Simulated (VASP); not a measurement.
Write the native input for VASP 6.6.1 that does the following.

| Property | Result |
| --- | --- |
| Task | single point |
| Functional | PBE |
| Potentials or basis | VASP PAW PBE potentials, release 64 (As, Se) |
| Cutoff | 520 eV |
| k mesh | 18 × 18 × 18 |
| Occupations | gaussian, width 0.1 eV |
| Spin | no spin polarisation |
| Dipole correction | no |
| Further INCAR settings | ALGO = Normal; EDIFF = 1e-06; NBANDS = 16 |

The structure of AsSe2 lies in POSCAR:

```
AsSe2
1.0
   -1.7399601795      1.7399601795      5.2007342176
    1.7399601795     -1.7399601795      5.2007342176
    1.7399601795      1.7399601795     -5.2007342176
As Se
1 2
Direct
    0.0000000000      0.0000000000      0.0000000000
    0.3557723745      0.3557723745      0.0000000000
    0.6442276255      0.6442276255      0.0000000000
```

The cell was built from a structure type or drawn by symmetry, and may not be a known phase.

These files were run (other wordings do the same):

INCAR

```
PREC = Accurate
ENCUT = 520
EDIFF = 1E-6
ISMEAR = 0
SIGMA = 0.1
LREAL = False
LASPH = True
NELM = 100
ALGO = Normal
ISIF = 2
LWAVE = False
LCHARG = True
GGA = PE
LELF = True
LVHAR = True
NBANDS = 16
```

KPOINTS

```
Automatic mesh
0
Gamma
  18 18 18
```

Potentials or basis: VASP PAW PBE potentials, release 64 (As, Se).

Run with:

```bash
$ cat potpaw_PBE.64/As/POTCAR potpaw_PBE.64/Se/POTCAR > POTCAR
$ mpirun -np 1 vasp_std > vasp.out
```

It gave:

| Item | Value |
| --- | --- |
| Pressure | 0.1 GPa |
| Largest force | 0.004 eV/Å |
| Band gap on the k mesh | zero (an odd number of electrons rules out a gap without spin polarisation) |

Run time: 6.6 min on 1 thread of Intel(R) Xeon(R) 6975P-C (Granite Rapids), with other jobs on the host, peak memory 0.68 GiB.
